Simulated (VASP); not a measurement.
# SnTe (F-43m) in VASP: notebook, part 2 of 2

VASP 6.6.1.

### 4 Relaxation of cell and atoms, r2SCAN+D4

Contents of POSCAR:

```
SnTe
1.0
    0.0000000000      3.6111460000      3.6111460000
    3.6111460000      0.0000000000      3.6111460000
    3.6111460000      3.6111460000      0.0000000000
Te Sn
1 1
Direct
    0.2500000000      0.2500000000      0.2500000000
    0.0000000000      0.0000000000      0.0000000000
```

Contents of INCAR.step1:

```
SYSTEM = SnTe
  ALGO = Normal
  EDIFF = 1E-4
  ENCUT = 600
  GGA = PE
  ISMEAR = -1
  LASPH = .True.
  LCHARG = .False.
  LREAL = .False.
  LWAVE = .True.
  NELM = 100
  PREC = Accurate
  SIGMA = 0.05
```

Contents of INCAR.step2:

```
SYSTEM = SnTe
  ALGO = Normal
  EDIFF = 1E-6
  EDIFFG = -0.01
  ENCUT = 600
  IBRION = 2
  ISIF = 3
  ISMEAR = -1
  ISTART = 1
  IVDW = 13
  LASPH = .True.
  LCHARG = .False.
  LMIXTAU = .True.
  LREAL = .False.
  LWAVE = .False.
  METAGGA = R2SCAN
  NELM = 100
  NSW = 60
  PREC = Accurate
  SIGMA = 0.05
  VDW_A1 = 0.51559235
  VDW_A2 = 5.77342911
  VDW_S6 = 1.0
  VDW_S8 = 0.6018749
```

Contents of KPOINTS:

```
k-points
0
Gamma
  7 7 7
  0 0 0
```

Potentials or basis: VASP PAW PBE potentials, release 64 (Te, Sn_d).

Run with:

```bash
cat potpaw_PBE.64/Te/POTCAR potpaw_PBE.64/Sn_d/POTCAR > POTCAR
cp INCAR.step1 INCAR
mpirun -np 1 vasp_std > vasp.out
cp INCAR.step2 INCAR
mpirun -np 1 vasp_std > vasp.out
```

OUTCAR:

```text
SYSTEM = SnTe
   EDIFF = 1E-6
   EDIFFG = -0.01
   ENCUT = 600
   IBRION = 2
   ISIF = 3
   ISMEAR = -1
   ISTART = 1
   IVDW = 13
   LASPH = .True.
   LREAL = .False.
   METAGGA = R2SCAN
   NELM = 100
   NSW = 60
   PREC = Accurate

 ion  position               nearest neighbor table
   1  0.250  0.250  0.250-   2 3.13   2 3.13   2 3.13   2 3.13
   2  0.000  0.000  0.000-   1 3.13   1 3.13   1 3.13   1 3.13

  LATTYP: Found a face centered cubic cell.
 ALAT       =     7.2222920000

  Lattice vectors:

 A1 = (   0.0000000000,   3.6111460000,   3.6111460000)
 A2 = (   3.6111460000,   0.0000000000,   3.6111460000)
 A3 = (   3.6111460000,   3.6111460000,   0.0000000000)

Analysis of symmetry for initial positions (statically):
=====================================================================
 Subroutine PRICEL returns:
 Original cell was already a primitive cell.

 Routine SETGRP: Setting up the symmetry group for a
 face centered cubic supercell.

 Subroutine GETGRP returns: Found 24 space group operations
 (whereof 24 operations were pure point group operations)
 out of a pool of 48 trial point group operations.

The static configuration has the point symmetry T_d .

Analysis of symmetry for dynamics (positions and initial velocities):
=====================================================================
 Subroutine PRICEL returns:
 Original cell was already a primitive cell.

[... 134 lines left out ...]
 non-spin polarized calculation
  energy-cutoff  :      600.00
  volume of cell :       94.18
 maximum number of plane-waves:      3166
 NGX is ok and might be reduce to    42
   NGX = 21   NGY = 21   NGZ = 21

--------------------------------------- Ionic step        1  -------------------------------------------

 number of electron      20.0000000 magnetization

 Free energy of the ion-electron system (eV)
  ---------------------------------------------------
  ext. energy  EPLUGINS =         0.00000000
  ---------------------------------------------------
  free energy    TOTEN  =       -50.06593110 eV

  energy without entropy =      -50.06524864  energy(sigma->0) =      -50.06558987

------------------------ aborting loop because EDIFF is reached ----------------------------------------

  DFT-D4 for vdW energy calculation

  Edisp (eV):   -0.21946
[... 71 lines left out ...]
--------------------------------------- Ionic step        3  -------------------------------------------

 number of electron      20.0000003 magnetization

 Free energy of the ion-electron system (eV)
  ---------------------------------------------------
  ext. energy  EPLUGINS =         0.00000000
  ---------------------------------------------------
  free energy    TOTEN  =       -50.06869316 eV

  energy without entropy =      -50.06737651  energy(sigma->0) =      -50.06803483

 E-fermi :   3.4266     XC(G=0):  -8.1006

 val. band max:        3.2340020303   @ k =  -0.2857   0.4286   0.1429
 cond. band min:       3.5460728930   @ k =   0.4286   0.4286   0.0000
 fundamental gap:      0.3120708627
 Fermi energy:         3.4266086517

 k-point     1 :       0.0000    0.0000    0.0000
  band No.  band energies     occupation
      1     -19.1530      2.00000
      2     -19.1530      2.00000
      3     -19.1530      2.00000
      4     -19.1373      2.00000
      5     -19.1373      2.00000
      6      -8.8572      2.00000
      7      -1.7198      2.00000
      8       1.1785      2.00000
      9       1.1785      2.00000
     10       1.1785      2.00000
     11       4.4446      0.00000
     12       4.4446      0.00000
     13       4.4446      0.00000
     14       7.6793      0.00000
[... 354 lines left out ...]
  FREE ENERGIE OF THE ION-ELECTRON SYSTEM (eV)
  ---------------------------------------------------
  free  energy   TOTEN  =       -50.2951215320 eV

  energy  without entropy=      -50.2938048871  energy(sigma->0) =      -50.29446321

 reached required accuracy - stopping structural energy minimisation
```

OUTCAR.step1:

```text
SYSTEM = SnTe
   EDIFF = 1E-4
   ENCUT = 600
   GGA = PE
   ISMEAR = -1
   LASPH = .True.
   LREAL = .False.
[... 553 lines left out ...]
      1.80557      1.80557      1.80557         0.000000     -0.000000     -0.000000
      0.00000      0.00000      0.00000        -0.000000      0.000000      0.000000
 -----------------------------------------------------------------------------------
    total drift:                               -0.000000     -0.000000     -0.000000

  FREE ENERGIE OF THE ION-ELECTRON SYSTEM (eV)
  ---------------------------------------------------
  free  energy   TOTEN  =        -7.0650907484 eV

  energy  without entropy=       -7.0639058442  energy(sigma->0) =       -7.06449830
```

It took 6.5 min on 1 thread of Intel Xeon Platinum 8488C (Sapphire Rapids), shared host; peak memory 0.29 GiB.

Results:

| Quantity | Value |
| --- | --- |
| Free energy | -50.2951 eV |
| Relaxed volume | 45.48 Å³/atom |
| Relaxed cell | a = 5.048 Å, b = 5.048 Å, c = 5.048 Å, α = 60.00°, β = 60.00°, γ = 60.00° |
| Space group after relaxing (to 0.1 Å) | F-43m (No. 216) |
| Energy gained by relaxing | 4.9 meV/atom |
| Ionic steps | 3 |
| Pressure after relaxing | 0.0 GPa |
| Band gap on the k mesh | 0.31 eV (least direct gap 0.89 eV) |
| Dispersion energy per atom | -0.113 eV |

The path:
| step | energy change (eV) | largest force (eV/Å) | pressure (GPa) | volume (Å³) |
| --- | --- | --- | --- | --- |
| 1 | 0.0000 | 0.0000 | -0.92 | 94.18 |
| 2 | -0.0096 | 0.0000 | 0.13 | 90.56 |
| 3 | -0.0097 | 0.0000 | 0.01 | 90.95 |

Final structure:
```yaml
crystal:
  lattice:
    - [0.00000, 3.56937, 3.56937]
    - [3.56937, 0.00000, 3.56937]
    - [3.56937, 3.56937, 0.00000]
  atoms:
    - { symbol: Te, position: [0.25000, 0.25000, 0.25000] }
    - { symbol: Sn, position: [0.00000, 0.00000, 0.00000] }
```

Caveat: semilocal functionals underestimate gaps, and a narrow one can read as zero; the PAW data sets were made with another functional, which shifts forces and pressure a little; spin-orbit coupling is left out, which moves the levels of the heavy elements; an odd mesh through Γ misses points on the zone boundary, where band edges can lie.

### 5 Relaxation of cell and atoms, r2SCAN+rVV10

POSCAR is that of step 4.

Contents of INCAR.step1:

```
PREC = Accurate ; ENCUT = 600
ISMEAR = -1 ; SIGMA = 0.05
LREAL = F ; LASPH = T
NELM = 60 ; GGA = PE
ALGO = Normal ; EDIFF = 1E-4
LWAVE = T ; LCHARG = F
```

Contents of INCAR.step2:

```
PREC = Accurate ; ENCUT = 600
EDIFF = 1E-7 ; ISMEAR = -1
SIGMA = 0.05 ; LREAL = F
LASPH = T ; NELM = 60
ALGO = Normal ; ISIF = 3
LWAVE = F ; LCHARG = F
METAGGA = R2SCAN ; LMIXTAU = T
LUSE_VDW = T ; IVDW_NL = 2
BPARAM = 11.95 ; CPARAM = 0.0093
IBRION = 2 ; NSW = 60
EDIFFG = -0.01 ; ISTART = 1
```

Contents of KPOINTS:

```
Automatic mesh
0
Gamma
  7 7 7
```

Run with:

```bash
cat potpaw_PBE.64/Te/POTCAR potpaw_PBE.64/Sn_d/POTCAR > POTCAR
cp INCAR.step1 INCAR
mpirun -np 1 vasp_std > vasp.out
cp INCAR.step2 INCAR
mpirun -np 1 vasp_std > vasp.out
```

It took 17 min on 1 thread of Intel Xeon Platinum 8488C (Sapphire Rapids), shared host; peak memory 0.57 GiB.

The run converged. Its results:

```
Free energy                           : -49.4046 eV
Relaxed volume                        : 45.22 Å³/atom
Relaxed cell                          : a = 5.038 Å, b = 5.038 Å, c = 5.038 Å, α = 60.00°, β = 60.00°, γ = 60.00°
Space group after relaxing (to 0.1 Å) : F-43m (No. 216)
Energy gained by relaxing             : 6.3 meV/atom
Ionic steps                           : 3
Pressure after relaxing               : 0.0 GPa
Band gap on the k mesh                : 0.25 eV (least direct gap 0.84 eV)
```

Step by step:
```tsv
step	energy change (eV)	largest force (eV/Å)	pressure (GPa)	volume (Å³)
1	0.0000	0.0000	-1.04	94.18
2	-0.0124	0.0000	0.11	90.07
3	-0.0126	0.0000	0.00	90.43
```

Final structure:
```xyz
2
Lattice="0.0000 3.5626 3.5626 3.5626 0.0000 3.5626 3.5626 3.5626 0.0000" Properties=species:S:1:pos:R:3 pbc="T T T"
Te    1.7813    1.7813    1.7813
Sn    0.0000    0.0000    0.0000
```

Levels at points of the mesh, in eV from the valence-band top:
```
           k point  band 7  band 8  band 9  band 10  band 11  band 12  band 13  band 14
(0.00, 0.00, 0.00)   -4.93   -2.07   -2.07    -2.07     1.20     1.20     1.20     4.30
```

Caveat: semilocal functionals underestimate gaps, and a narrow one can read as zero; the PAW data sets were made with another functional, which shifts forces and pressure a little; spin-orbit coupling is left out, which moves the levels of the heavy elements; an odd mesh through Γ misses points on the zone boundary, where band edges can lie.

### 6 Overview

```csv
level,gap on the mesh (eV),pressure (GPa),relaxed volume (Å³/atom)
r2SCAN,0.34,0.0,46.03
r2SCAN+D3(BJ),0.31,0.0,45.41
r2SCAN+D4,0.31,0.0,45.48
r2SCAN+rVV10,0.25,0.0,45.22
```

Alike in all rows: task relaxation of cell and atoms; potentials or basis VASP PAW PBE potentials, release 64 (Te, Sn_d); no spin polarisation; cell relaxed; k mesh 7 × 7 × 7; cutoff (eV) 600; smearing fermi-dirac 0.05 eV.

Caveats: semilocal functionals underestimate gaps, and a narrow one can read as zero; the PAW data sets were made with another functional, which shifts forces and pressure a little; spin-orbit coupling is left out, which moves the levels of the heavy elements; an odd mesh through Γ misses points on the zone boundary, where band edges can lie.

Absolute energies hang on the potentials; compare differences alone.
